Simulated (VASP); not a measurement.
# Pd in VASP: notebook, part 2 of 2

VASP 6.6.1. Earlier steps stand in the parts before.

**6. Single point, r2SCAN**

POSCAR

```
Pd
1.0
    0.0000000000      1.9465000000      1.9465000000
    1.9465000000      0.0000000000      1.9465000000
    1.9465000000      1.9465000000      0.0000000000
Pd
1
Direct
    0.0000000000      0.0000000000      0.0000000000
```

INCAR.step1

```
SYSTEM = Pd
ALGO = Normal ; EDIFF = 1E-5
ENCUT = 690 ; GGA = PE
GGA_COMPAT = .False. ; ISMEAR = -1
LASPH = .True. ; LCHARG = .False.
LREAL = .False. ; LWAVE = .True.
NBANDS = 15 ; NELM = 120
PREC = Accurate ; SIGMA = 0.05
```

INCAR.step2

```
SYSTEM = Pd
ALGO = Normal ; EDIFF = 1E-6
ENCUT = 690 ; GGA_COMPAT = .False.
ISIF = 2 ; ISMEAR = -1
ISTART = 1 ; LASPH = .True.
LCHARG = .False. ; LMIXTAU = .True.
LREAL = .False. ; LWAVE = .False.
METAGGA = R2SCAN ; NBANDS = 15
NELM = 120 ; PREC = Accurate
SIGMA = 0.05
```

KPOINTS

```
k-points
0
Gamma
  7 7 7
  0 0 0
```

Potentials or basis: VASP PAW PBE potentials, release 64 (Pd_sv_GW).

Command:

```console
cat potpaw_PBE.64/Pd_sv_GW/POTCAR > POTCAR
cp INCAR.step1 INCAR
mpirun -np 1 vasp_std > vasp.out
cp INCAR.step2 INCAR
mpirun -np 1 vasp_std > vasp.out
```

OUTCAR:

```text
SYSTEM = Pd
   EDIFF = 1E-6
   ENCUT = 690
   ISIF = 2
   ISMEAR = -1
   ISTART = 1
   LASPH = .True.
   LREAL = .False.
   METAGGA = R2SCAN
   NELM = 120
   PREC = Accurate

 ion  position               nearest neighbor table
   1  0.000  0.000  0.000-

  LATTYP: Found a face centered cubic cell.
 ALAT       =     3.8930000000

  Lattice vectors:

 A1 = (   0.0000000000,   1.9465000000,   1.9465000000)
 A2 = (   1.9465000000,   0.0000000000,   1.9465000000)
 A3 = (   1.9465000000,   1.9465000000,   0.0000000000)

Analysis of symmetry for initial positions (statically):
=====================================================================
 Subroutine PRICEL returns:
 Original cell was already a primitive cell.

 Routine SETGRP: Setting up the symmetry group for a
 face centered cubic supercell.

 Subroutine GETGRP returns: Found 48 space group operations
 (whereof 48 operations were pure point group operations)
 out of a pool of 48 trial point group operations.

The static configuration has the point symmetry O_h .

Analysis of symmetry for dynamics (positions and initial velocities):
=====================================================================
 Subroutine PRICEL returns:
 Original cell was already a primitive cell.

 Routine SETGRP: Setting up the symmetry group for a
 face centered cubic supercell.

 Subroutine GETGRP returns: Found 48 space group operations
 (whereof 48 operations were pure point group operations)
 out of a pool of 48 trial point group operations.

The dynamic configuration has the point symmetry O_h .

 Subroutine INISYM returns: Found 48 space group operations
 (whereof 48 operations are pure point group operations),
 and found     1 'primitive' translations

----------------------------------------------------------------------------------------

                                     Primitive cell
[... 108 lines left out ...]
   LORBIT       =      0    0 simple, 1 ext, 2 COOP (PROOUT), +10 PAW based schemes
   METAGGA = R2SCAN    functional components
   LHFCALC =     F    Hartree Fock is set to
   AEXX    =    0.0000 exact exchange contribution
   IVDW    =     0    specifies the selected vdW correction
   LEPSILON=     F    determine dielectric tensor
   LRPA    =     F    only Hartree local field effects (RPA)
 non-spin polarized calculation
  energy-cutoff  :      690.00
  volume of cell :       14.75
 maximum number of plane-waves:       620
   NGX = 11   NGY = 11   NGZ = 11

 number of electron      17.9999994 magnetization

 Free energy of the ion-electron system (eV)
  ---------------------------------------------------
  ext. energy  EPLUGINS =         0.00000000
  ---------------------------------------------------
  free energy    TOTEN  =       -21.50116759 eV

  energy without entropy =      -21.47978675  energy(sigma->0) =      -21.49047717

 E-fermi :   8.3317     XC(G=0): -14.4084

 val. band max:        8.2978715125   @ k =   0.4286   0.2857   0.0000
 cond. band min:       8.3642028514   @ k =  -0.2857   0.4286   0.1429
 fundamental gap:      0.0663313389
 Fermi energy:         8.3317075745

 k-point     1 :       0.0000    0.0000    0.0000
  band No.  band energies     occupation
      1     -78.1299      2.00000
      2     -42.7973      2.00000
      3     -42.7973      2.00000
      4     -42.7973      2.00000
      5       1.1512      2.00000
      6       5.3886      2.00000
      7       5.3886      2.00000
      8       5.3886      2.00000
      9       6.9935      2.00000
     10       6.9935      2.00000
     11      26.0330      0.00000
     12      30.9580      0.00000
     13      30.9580      0.00000
     14      30.9580      0.00000
[... 329 lines left out ...]
      2     -43.1013      2.00000
      3     -43.0748      2.00000
      4     -42.9413      2.00000
      5       3.8692      2.00000
      6       4.4401      2.00000
      7       5.3514      2.00000
      8       6.9567      2.00000
      9       8.3642      0.68602
     10      16.5088      0.00000
     11      17.1813      0.00000
     12      19.7401      0.00000
     13      22.6623      0.00000
     14      32.3713      0.00000
     15      35.9509      0.00000

------------------------ aborting loop because EDIFF is reached ----------------------------------------

  FORCE on cell =-STRESS in cart. coord.  units (eV):
  Direction    XX          YY          ZZ          XY          YZ          ZX
  --------------------------------------------------------------------------------------
  -------------------------------------------------------------------------------------
  Total        0.2684186      0.2684186      0.2684186      0.0000000     -0.0000000      0.0000000
  in kB       29.1561388     29.1561388     29.1561388      0.0000000     -0.0000000      0.0000000
  external PRESSURE =      29.1561388 kB  Pullay stress =       0.0000000 kB

 VOLUME and BASIS-vectors are now :
 -----------------------------------------------------------------------------
  energy-cutoff  :      690.00
  volume of cell :       14.75
      direct lattice vectors                 reciprocal lattice vectors
     0.000000000  1.946500000  1.946500000    -0.256871307  0.256871307  0.256871307
     1.946500000  0.000000000  1.946500000     0.256871307 -0.256871307  0.256871307
     1.946500000  1.946500000  0.000000000     0.256871307  0.256871307 -0.256871307

 POSITION                                       TOTAL-FORCE (eV/Angst)
 -----------------------------------------------------------------------------------
      0.00000      0.00000      0.00000        -0.000000      0.000000      0.000000
 -----------------------------------------------------------------------------------
    total drift:                               -0.000000      0.000000      0.000000

  FREE ENERGIE OF THE ION-ELECTRON SYSTEM (eV)
  ---------------------------------------------------
  free  energy   TOTEN  =       -21.5011675945 eV

  energy  without entropy=      -21.4797867513  energy(sigma->0) =      -21.49047717
```

OUTCAR.step1:

```text
SYSTEM = Pd
   EDIFF = 1E-5
   ENCUT = 690
   GGA = PE
   ISMEAR = -1
   LASPH = .True.
   LREAL = .False.
[... 568 lines left out ...]
 -----------------------------------------------------------------------------------
      0.00000      0.00000      0.00000        -0.000000      0.000000      0.000000
 -----------------------------------------------------------------------------------
    total drift:                               -0.000000      0.000000      0.000000

  FREE ENERGIE OF THE ION-ELECTRON SYSTEM (eV)
  ---------------------------------------------------
  free  energy   TOTEN  =        -3.7716716052 eV

  energy  without entropy=       -3.7476927143  energy(sigma->0) =       -3.75968216
```

OSZICAR.step1:

```text
N       E                     dE             d eps       ncg     rms          rms(c)
DAV:   1     0.357762442584E+03    0.35776E+03   -0.12816E+04   600   0.201E+03
DAV:   2     0.178273202128E+02   -0.33994E+03   -0.30894E+03   600   0.674E+02
DAV:   3    -0.416287377490E+01   -0.21990E+02   -0.21631E+02   941   0.188E+02
DAV:   4    -0.463140363658E+01   -0.46853E+00   -0.46845E+00   685   0.275E+01
DAV:   5    -0.466633709338E+01   -0.34933E-01   -0.34933E-01  1033   0.779E+00    0.375E+01
DAV:   6    -0.379785423809E+01    0.86848E+00   -0.20530E+00   935   0.371E+01    0.129E+01
DAV:   7    -0.377659992384E+01    0.21254E-01   -0.69467E-02   933   0.686E+00    0.719E+00
DAV:   8    -0.377177910646E+01    0.48208E-02   -0.82470E-03   917   0.176E+00    0.262E-01
DAV:   9    -0.377167015269E+01    0.10895E-03   -0.27919E-04   889   0.237E-01    0.189E-01
DAV:  10    -0.377167160518E+01   -0.14525E-05   -0.29655E-05   768   0.134E-01
   1 F= -.37716716E+01 E0= -.37596822E+01  d E =-.239789E-01
```

Wall time 30 s (1 thread of AMD EPYC 9R45 (Zen 5), shared host); peak memory 0.12 GiB.

Results:

- Free energy: -21.5012 eV
- Pressure: 2.9 GPa
- Band gap on the k mesh: zero (bands 9 and 10 overlap by 1.53 eV)

Levels at points of the mesh, in eV from the Fermi level:
```
           k point  band 6  band 7  band 8  band 9  band 10  band 11  band 12  band 13
(0.00, 0.00, 0.00)   -2.94   -2.94   -2.94   -1.34    -1.34    17.70    22.63    22.63
```

Caveat: the k points lie up to 0.40 Å⁻¹ apart, too coarse for converged energies and pressures of a metal; the PAW data sets were made with another functional, which shifts forces and pressure a little.

**7. Summary**

| level | potentials or basis | spin | cell | k mesh | cutoff (eV) | smearing | grid for exact exchange (PRECFOCK) | share of exact exchange | screening parameter | gap on the mesh (eV) | pressure (GPa) |
| --- | --- | --- | --- | --- | --- | --- | --- | --- | --- | --- | --- |
| PBEsol+D4 | VASP PAW PBE potentials, release 64 (Pd) | non-collinear, zero start, SOC | a = 2.776, b = 2.784, c = 2.729 Å, angles 58.8, 59.8, 60.0°, 1 atom | 9 × 9 × 9 | 520 | tetrahedron | - | - | - | - | -5.4 |
| HSE06 | VASP PAW PBE potentials, release 64 (Pd) | off | a = 2.753 Å, angles 60.0°, 1 atom | 6 × 6 × 6 | 520 | methfessel-paxton 0.05 eV | Normal | 0.25 | 0.2079 1/Å | none | 1.2 |
| BLYP+D3(BJ) | VASP PAW PBE potentials, release 64 (Pd_sv_GW) | off | a = 2.697 Å, angles 60.0°, 1 atom | 12 × 12 × 12 | 630 | fermi-dirac 0.05 eV | - | - | - | none | 15.0 |
| r2SCAN | VASP PAW PBE potentials, release 64 (Pd_sv_GW) | off | a = 2.753 Å, angles 60.0°, 1 atom | 7 × 7 × 7 | 690 | fermi-dirac 0.05 eV | - | - | - | none | 2.9 |

Alike in all rows: task single point.

Caveats: some runs use coarse meshes; the PAW data sets were made with another functional, which shifts forces and pressure a little; the cell stands under tension (at least some runs); the cell stands under pressure (at least some runs); the dispersion term is far too large for a dense solid, which distorts pressure and volume (at least some runs).

Total energies depend on the potentials used, so only differences within one code and one set of settings carry meaning.

The gap in the log of VASP goes by the Fermi energy; the results here count the filled bands.